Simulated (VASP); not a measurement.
# AgO3 (Pm-3m) in VASP: notebook

Runs on AgO3. Level: PBE. Tasks: single point, relaxation of cell and atoms.

Everything below comes from runs of VASP 6.6.1. Logs are shortened: lines on timing, memory, paths and dates and some standing lists are left out, and cuts for length are marked.

**1. The cell of the first run**

It takes space group Pm-3m (No. 221, cubic). Conventional cell: a = 3.543 Å, b = 3.543 Å, c = 3.543 Å, α = 90.00°, β = 90.00°, γ = 90.00°. Ag (site symmetry m-3m) has 12 O at 2.51 Å within 3.3 Å. Within 3.3 Å of O (site symmetry 4/mmm) lie 4 Ag at 2.51 Å and 8 O at 2.51 Å.

The cell was generated, and may not be a known phase.

**2. Single point, PBE, collinear spin**

INCAR

```
SYSTEM = AgO3
PREC = Accurate ; ENCUT = 520
EDIFF = 1E-7 ; ISMEAR = 0
SIGMA = 0.1 ; LREAL = .FALSE.
LASPH = .TRUE. ; NELM = 150
ALGO = Normal ; ISIF = 2
LWAVE = .FALSE. ; LCHARG = .FALSE.
ISPIN = 2 ; MAGMOM = 1 0 0 0
LORBIT = 11 ; LMAXMIX = 4
GGA = PE ; NBANDS = 26
```

KPOINTS

```
Automatic mesh
0
G
  6 6 6
  0 0 0
```

POSCAR

```
AgO3
1.0
    3.5434499347      0.0000000000      0.0000000000
    0.0000000000      3.5434499347      0.0000000000
    0.0000000000      0.0000000000      3.5434499347
Ag O
1 3
Direct
    0.0000000000      0.0000000000      0.0000000000
    0.0000000000      0.5000000000      0.5000000000
    0.5000000000      0.0000000000      0.5000000000
    0.5000000000      0.5000000000      0.0000000000
```

Potentials or basis: VASP PAW PBE potentials, release 64 (Ag, O).

Launch:

```
$ cat potpaw_PBE.64/Ag/POTCAR potpaw_PBE.64/O/POTCAR > POTCAR
$ mpirun -np 1 vasp_std > vasp.out
```

OUTCAR:

```text
SYSTEM = AgO3
   PREC = Accurate
   ENCUT = 520
   EDIFF = 1E-7
   ISMEAR = 0
   LREAL = .FALSE.
   LASPH = .TRUE.
   NELM = 150
   ISIF = 2
   ISPIN = 2
   LORBIT = 11
   GGA = PE

 ion  position               nearest neighbor table
   1  0.000  0.000  0.000-   2 2.51   3 2.51   4 2.51   2 2.51   3 2.51   2 2.51   4 2.51   2 2.51
                             3 2.51   4 2.51   3 2.51   4 2.51
   2  0.000  0.500  0.500-   1 2.51   1 2.51   1 2.51   1 2.51
   3  0.500  0.000  0.500-   1 2.51   1 2.51   1 2.51   1 2.51
   4  0.500  0.500  0.000-   1 2.51   1 2.51   1 2.51   1 2.51

  LATTYP: Found a simple cubic cell.
 ALAT       =     3.5434499347

  Lattice vectors:

 A1 = (   3.5434499347,   0.0000000000,   0.0000000000)
 A2 = (   0.0000000000,   3.5434499347,   0.0000000000)
 A3 = (   0.0000000000,   0.0000000000,   3.5434499347)

Analysis of symmetry for initial positions (statically):
=====================================================================
 Subroutine PRICEL returns:
 Original cell was already a primitive cell.

 Routine SETGRP: Setting up the symmetry group for a
 simple cubic supercell.

 Subroutine GETGRP returns: Found 48 space group operations
 (whereof 48 operations were pure point group operations)
 out of a pool of 48 trial point group operations.

The static configuration has the point symmetry O_h .

Analysis of symmetry for dynamics (positions and initial velocities):
=====================================================================
 Subroutine PRICEL returns:
 Original cell was already a primitive cell.

 Routine SETGRP: Setting up the symmetry group for a
 simple cubic supercell.

 Subroutine GETGRP returns: Found 48 space group operations
 (whereof 48 operations were pure point group operations)
 out of a pool of 48 trial point group operations.

The dynamic configuration has the point symmetry O_h .

Analysis of structural, dynamic, and magnetic symmetry:
=====================================================================
 Subroutine PRICEL returns:
 Original cell was already a primitive cell.

 Routine SETGRP: Setting up the symmetry group for a
 simple cubic supercell.

 Subroutine GETGRP returns: Found 48 space group operations
 (whereof 48 operations were pure point group operations)
 out of a pool of 48 trial point group operations.

The overall configuration has the point symmetry O_h .

 Subroutine INISYM returns: Found 48 space group operations
 (whereof 48 operations are pure point group operations),
 and found     1 'primitive' translations

----------------------------------------------------------------------------------------

                                     Primitive cell

  volume of cell :      44.4917

  direct lattice vectors                    reciprocal lattice vectors
     3.543449935  0.000000000  0.000000000     0.282210845  0.000000000  0.000000000
     0.000000000  3.543449935  0.000000000     0.000000000  0.282210845  0.000000000
     0.000000000  0.000000000  3.543449935     0.000000000  0.000000000  0.282210845

  length of vectors
     3.543449935  3.543449935  3.543449935     0.282210845  0.282210845  0.282210845

  position of ions in fractional coordinates (direct lattice)
     0.000000000  0.000000000  0.000000000
     0.000000000  0.500000000  0.500000000
     0.500000000  0.000000000  0.500000000
     0.500000000  0.500000000  0.000000000

  ion indices of the primitive-cell ions
   primitive index   ion index
                 1           1
                 2           2
                 3           3
                 4           4

----------------------------------------------------------------------------------------

 KPOINTS: Automatic mesh

Automatic generation of k-mesh.
 Grid dimensions read from file:
 generate k-points for:    6    6    6

 Generating k-lattice:

  Cartesian coordinates                     Fractional coordinates (reciprocal lattice)
     0.047035141  0.000000000  0.000000000     0.166666667  0.000000000  0.000000000
     0.000000000  0.047035141  0.000000000     0.000000000  0.166666667  0.000000000
     0.000000000  0.000000000  0.047035141     0.000000000  0.000000000  0.166666667

  Length of vectors
     0.047035141  0.047035141  0.047035141

  Shift w.r.t. Gamma in fractional coordinates (k-lattice)
     0.000000000  0.000000000  0.000000000

 Subroutine IBZKPT returns following result:
 ===========================================

 Found     20 irreducible k-points:

 Following reciprocal coordinates:
            Coordinates               Weight
  0.000000  0.000000  0.000000      1.000000
  0.166667  0.000000  0.000000      6.000000
  0.333333  0.000000  0.000000      6.000000
  0.500000  0.000000  0.000000      3.000000
  0.166667  0.166667  0.000000     12.000000
  0.333333  0.166667  0.000000     24.000000
[... 12 lines left out ...]
  0.500000  0.500000  0.333333      6.000000
  0.500000  0.500000  0.500000      1.000000
   k-points           NKPTS =     20   k-points in BZ     NKDIM =     20   number of bands    NBANDS=     26
   number of dos      NEDOS =    301   number of ions     NIONS =      4
   total plane-waves  NPLWV =  21952
   dimension x,y,z NGX =    28 NGY =   28 NGZ =   28
   dimension x,y,z NGXF=    56 NGYF=   56 NGZF=   56
   ions per type =               1   3
   NGX,Y,Z   is equivalent  to a cutoff of  13.14, 13.14, 13.14 a.u.
   NGXF,Y,Z  is equivalent  to a cutoff of  26.27, 26.27, 26.27 a.u.
 SYSTEM =  AgO3
   PREC   = accura    normal or accurate (medium, high low for compatibility)
   ISTART =      0    job   : 0-new  1-cont  2-samecut
   ICHARG =      2    charge: 1-file 2-atom 10-const
   ISPIN  =      2    spin polarized calculation?
   LNONCOLLINEAR =      F non collinear calculations
   LSORBIT =      F    spin-orbit coupling
   LASPH  =      T    aspherical Exc in radial PAW
   ENCUT  =  520.0 eV  38.22 Ry    6.18 a.u.   6.59  6.59  6.59*2*pi/ulx,y,z
   NELM   =    150;   NELMIN=  2; NELMDL= -5     # of ELM steps
   EDIFF  = 0.1E-06   stopping-criterion for ELM
   LREAL  =      F    real-space projection
   EDIFFG = 0.1E-05   stopping-criterion for IOM
   NSW    =      0    number of steps for IOM
   IBRION =     -1    ionic relax: 0-MD 1-quasi-New 2-CG
   NFREE  =      0    steps in history (QN), initial steepest desc. (CG)
   ISIF   =      2    stress and relaxation
   ISYM   =      2    0-nonsym 1-usesym 2-fastsym
   POTIM  = 0.5000    time-step for ionic-motion
   TEBEG  =    0.0;   TEEND  =   0.0 temperature during run
   PSTRESS=    0.0 pullay stress
   NELECT =      29.0000    total number of electrons
   NUPDOWN=      -1.0000    fix difference up-down
   EMIN   =  10.00;   EMAX   =-10.00  energy-range for DOS
   EFERMI =   0.00;   METHOD = LEGACY
   ISMEAR =     0;   SIGMA  =   0.10  broadening in eV -4-tet -1-fermi 0-gaus
   EFERMI_NEDOS =   21; number of points for ismear=-14 and -15
   IALGO  =     38    algorithm
   IMIX   =      4    mixing-type and parameters
     AMIX     =   0.40;   BMIX     =  1.00
     AMIX_MAG =   1.60;   BMIX_MAG =  1.00
  volume/ion in A,a.u.               =      11.12        75.06
  Fermi-wavevector in a.u.,A,eV,Ry     =   1.419432  2.682337 27.412836  2.014787
  Thomas-Fermi vector in A             =   2.540453
   LORBIT       =     11    0 simple, 1 ext, 2 COOP (PROOUT), +10 PAW based schemes
   GGA     = PE    functional components
   LHFCALC =     F    Hartree Fock is set to
   AEXX    =    0.0000 exact exchange contribution
   IVDW    =     0    specifies the selected vdW correction
   LEPSILON=     F    determine dielectric tensor
   LRPA    =     F    only Hartree local field effects (RPA)
 spin polarized calculation
 Gauss-broadening in eV      SIGMA  =   0.10
  energy-cutoff  :      520.00
  volume of cell :       44.49
 maximum number of plane-waves:      1222
 NGX is ok and might be reduce to    28
   NGX = 13   NGY = 13   NGZ = 13

 number of electron      29.0000008 magnetization      -0.0003272

 number of electron      29.0000008 magnetization       0.0000680

 Free energy of the ion-electron system (eV)
  ---------------------------------------------------
  ext. energy  EPLUGINS =         0.00000000
  ---------------------------------------------------
  free energy    TOTEN  =       -11.83328305 eV

  energy without entropy =      -11.79493694  energy(sigma->0) =      -11.81411000

 E-fermi :   2.9646     XC(G=0): -11.5284

 val. band max:        2.9620027058   @ k =   0.3333   0.3333   0.1667
 cond. band min:       2.9651564152   @ k =   0.5000   0.1667   0.1667
 fundamental gap:      0.0031537094
 Fermi energy:         2.9645894190

 spin component 1

 k-point     1 :       0.0000    0.0000    0.0000
  band No.  band energies     occupation
      1     -15.5014      1.00000
      2     -12.8606      1.00000
      3     -12.8606      1.00000
      4      -0.8015      1.00000
      5      -0.8015      1.00000
      6      -0.8015      1.00000
[... 18 lines left out ...]
     25      23.4534      0.00000
     26      23.4534      0.00000

 k-point     2 :       0.1667    0.0000    0.0000
  band No.  band energies     occupation
      1     -15.3539      1.00000
      2     -13.0389      1.00000
      3     -12.8355      1.00000
      4      -1.0074      1.00000
      5      -1.0074      1.00000
      6      -0.7698      1.00000
[... 18 lines left out ...]
     25      23.4713      0.00000
     26      24.0816      0.00000

 k-point     3 :       0.3333    0.0000    0.0000
  band No.  band energies     occupation
      1     -14.9576      1.00000
      2     -13.4977      1.00000
      3     -12.7843      1.00000
      4      -1.3478      1.00000
      5      -1.3478      1.00000
      6      -1.0244      1.00000
[... 456 lines left out ...]
 k-point    19 :       0.5000    0.5000    0.3333
  band No.  band energies     occupation
      1     -13.6920      1.00000
      2     -13.6715      1.00000
      3     -13.6715      1.00000
      4      -1.7898      1.00000
      5      -1.5268      1.00000
      6      -1.3199      1.00000
[... 18 lines left out ...]
     25      22.7967      0.00000
     26      26.8983      0.00000

 k-point    20 :       0.5000    0.5000    0.5000
  band No.  band energies     occupation
      1     -13.6630      1.00000
      2     -13.6630      1.00000
      3     -13.6630      1.00000
      4      -1.7977      1.00000
      5      -1.3998      1.00000
      6      -1.3998      1.00000
[... 18 lines left out ...]
     25      22.7275      0.00000
     26      28.9382      0.00000
 Fermi energy:         2.9645894190

 spin component 2

 k-point     1 :       0.0000    0.0000    0.0000
  band No.  band energies     occupation
      1     -15.5014      1.00000
      2     -12.8606      1.00000
      3     -12.8606      1.00000
      4      -0.8015      1.00000
      5      -0.8015      1.00000
      6      -0.8015      1.00000
[... 18 lines left out ...]
     25      23.4534      0.00000
     26      23.4534      0.00000

 k-point     2 :       0.1667    0.0000    0.0000
  band No.  band energies     occupation
      1     -15.3539      1.00000
      2     -13.0388      1.00000
      3     -12.8354      1.00000
      4      -1.0074      1.00000
      5      -1.0074      1.00000
      6      -0.7697      1.00000
[... 18 lines left out ...]
     25      23.4713      0.00000
     26      24.0816      0.00000

 k-point     3 :       0.3333    0.0000    0.0000
  band No.  band energies     occupation
      1     -14.9575      1.00000
      2     -13.4977      1.00000
      3     -12.7843      1.00000
      4      -1.3478      1.00000
      5      -1.3478      1.00000
      6      -1.0244      1.00000
[... 456 lines left out ...]
 k-point    19 :       0.5000    0.5000    0.3333
  band No.  band energies     occupation
      1     -13.6920      1.00000
      2     -13.6715      1.00000
      3     -13.6715      1.00000
      4      -1.7897      1.00000
      5      -1.5269      1.00000
      6      -1.3199      1.00000
[... 18 lines left out ...]
     25      22.7967      0.00000
     26      26.8983      0.00000

 k-point    20 :       0.5000    0.5000    0.5000
  band No.  band energies     occupation
      1     -13.6630      1.00000
      2     -13.6630      1.00000
      3     -13.6630      1.00000
      4      -1.7978      1.00000
      5      -1.3997      1.00000
      6      -1.3997      1.00000
[... 18 lines left out ...]
     25      22.7274      0.00000
     26      28.9382      0.00000

------------------------ aborting loop because EDIFF is reached ----------------------------------------

  FORCE on cell =-STRESS in cart. coord.  units (eV):
  Direction    XX          YY          ZZ          XY          YZ          ZX
  --------------------------------------------------------------------------------------
  -------------------------------------------------------------------------------------
  Total       -2.5504324     -2.5504324     -2.5504324      0.0000000     -0.0000000     -0.0000000
  in kB      -91.8428801    -91.8428801    -91.8428801      0.0000000     -0.0000000     -0.0000000
  external PRESSURE =     -91.8428801 kB  Pullay stress =       0.0000000 kB

 VOLUME and BASIS-vectors are now :
 -----------------------------------------------------------------------------
  energy-cutoff  :      520.00
  volume of cell :       44.49
      direct lattice vectors                 reciprocal lattice vectors
     3.543449935  0.000000000  0.000000000     0.282210845  0.000000000  0.000000000
     0.000000000  3.543449935  0.000000000     0.000000000  0.282210845  0.000000000
     0.000000000  0.000000000  3.543449935     0.000000000  0.000000000  0.282210845

 POSITION                                       TOTAL-FORCE (eV/Angst)
 -----------------------------------------------------------------------------------
      0.00000      0.00000      0.00000         0.000000      0.000000      0.000000
      0.00000      1.77172      1.77172         0.000000      0.000000      0.000000
      1.77172      0.00000      1.77172         0.000000      0.000000      0.000000
      1.77172      1.77172      0.00000         0.000000      0.000000      0.000000
 -----------------------------------------------------------------------------------
    total drift:                                0.000000      0.000000      0.000000

  FREE ENERGIE OF THE ION-ELECTRON SYSTEM (eV)
  ---------------------------------------------------
  free  energy   TOTEN  =       -11.8332830507 eV

  energy  without entropy=      -11.7949369411  energy(sigma->0) =      -11.81411000

 total charge

# of ion       s       p       d       tot
------------------------------------------
    1        0.216   0.201   9.052   9.469
    2        1.631   3.024   0.000   4.655
    3        1.631   3.024   0.000   4.655
    4        1.631   3.024   0.000   4.655
--------------------------------------------------
tot          5.109   9.273   9.052  23.434

 magnetization (x)

# of ion       s       p       d       tot
------------------------------------------
    1       -0.000  -0.000   0.000   0.000
    2       -0.000   0.000   0.000   0.000
    3       -0.000   0.000   0.000   0.000
    4       -0.000   0.000   0.000   0.000
--------------------------------------------------
tot         -0.000   0.000   0.000   0.000
```

It took 45 s on 1 thread of Intel Xeon Platinum 8488C (Sapphire Rapids), shared host; peak memory 0.19 GiB.

Results:

```yaml
Free_energy: -11.8333 eV
Pressure: -9.2 GPa
Net_moment: 0.00 μB per cell
Valence_electrons_inside_the_program's_atomic_spheres: Ag 9.47; O 4.66
```

Caveat: the cell stands under tension.

**3. Relaxation of cell and atoms, PBE, collinear spin**

This run uses another cell than the first one, of 11.93 Å³/atom.

INCAR

```
  PREC = Accurate
  ENCUT = 600
  EDIFF = 1E-6
  ISMEAR = 0
  SIGMA = 0.1
  LREAL = False
  LASPH = True
  NELM = 150
  ALGO = Normal
  ISIF = 3
  LWAVE = False
  LCHARG = False
  ISPIN = 2
  MAGMOM = 1 0 0 0
  LORBIT = 11
  LMAXMIX = 4
  GGA = PE
  IBRION = 2
  NSW = 90
  EDIFFG = -0.04
```

KPOINTS

```
regular mesh
0
Gamma
  6 6 6
```

POSCAR

```
AgO3
1.0
    3.6274828600      0.0000000000      0.0000000000
    0.0000000000      3.6274828600      0.0000000000
    0.0000000000      0.0000000000      3.6274828600
Ag O
1 3
Direct
    0.0000000000      0.0000000000      0.0000000000
    0.0000000000      0.5000000000      0.5000000000
    0.5000000000      0.0000000000      0.5000000000
    0.5000000000      0.5000000000      0.0000000000
```

Potentials or basis: VASP PAW PBE potentials, release 64 (Ag, O).

Launch:

```
$ cat potpaw_PBE.64/Ag/POTCAR potpaw_PBE.64/O/POTCAR > POTCAR
$ mpirun -np 1 vasp_std > vasp.out
```

Wall time 81 s (1 thread of Intel Xeon Platinum 8488C (Sapphire Rapids), shared host); peak memory 0.21 GiB.

It converged, with:

- Free energy: -11.9658 eV
- Relaxed volume: 10.15 Å³/atom
- Relaxed cell: a = 3.437 Å, b = 3.437 Å, c = 3.437 Å, α = 90.00°, β = 90.00°, γ = 90.00°
- Space group after relaxing (to 0.1 Å): Pm-3m (No. 221)
- Energy gained by relaxing: 90.5 meV/atom
- Ionic steps: 3
- Pressure after relaxing: 0.0 GPa
- Net moment: 0.00 μB per cell
- Valence electrons inside the program's atomic spheres: Ag 9.53; O 4.68

The path:
```
step  energy change (eV)  largest force (eV/Å)  pressure (GPa)  volume (Å³)
   1              0.0000                0.0000          -13.70        47.73
   2             -0.3601                0.0000           -1.37        41.03
   3             -0.3618                0.0000            0.01        40.59
```

Final structure:
```
Ag O
1.0
     3.43681    0.00000    0.00000
     0.00000    3.43681    0.00000
     0.00000    0.00000    3.43681
Ag O
1 3
Direct
  0.00000 0.00000 0.00000
  0.00000 0.50000 0.50000
  0.50000 0.00000 0.50000
  0.50000 0.50000 0.00000
```

Levels at points of the mesh, in eV from the Fermi level:
Spin up:
| k point | band 11 | band 12 | band 13 | band 14 | band 15 | band 16 | band 17 | band 18 |
| --- | --- | --- | --- | --- | --- | --- | --- | --- |
| (0.00, 0.00, 0.00) | -2.89 | -1.36 | -1.36 | -1.36 | 0.27 | 0.27 | 0.27 | 4.12 |
| (0.50, 0.00, 0.00) | -2.26 | -1.62 | -1.14 | -1.14 | 0.17 | 0.50 | 0.50 | 8.20 |
| (0.50, 0.50, 0.00) | -2.16 | -1.99 | -1.63 | 0.14 | 0.14 | 0.47 | 0.60 | 8.71 |
| (0.50, 0.50, 0.50) | -2.55 | -2.55 | 0.12 | 0.12 | 0.12 | 0.51 | 0.51 | 5.53 |
Spin down:
| k point | band 10 | band 11 | band 12 | band 13 | band 14 | band 15 | band 16 | band 17 | band 18 | band 19 |
| --- | --- | --- | --- | --- | --- | --- | --- | --- | --- | --- |
| (0.00, 0.00, 0.00) | -2.89 | -2.89 | -1.36 | -1.36 | -1.36 | 0.27 | 0.27 | 0.27 | 4.12 | 15.10 |
| (0.50, 0.00, 0.00) | -2.26 | -2.26 | -1.62 | -1.14 | -1.14 | 0.17 | 0.50 | 0.50 | 8.20 | 9.69 |
| (0.50, 0.50, 0.00) | -2.63 | -2.16 | -1.99 | -1.63 | 0.14 | 0.14 | 0.47 | 0.60 | 8.71 | 12.16 |
| (0.50, 0.50, 0.50) | -2.61 | -2.55 | -2.55 | 0.12 | 0.12 | 0.12 | 0.51 | 0.51 | 5.53 | 14.35 |
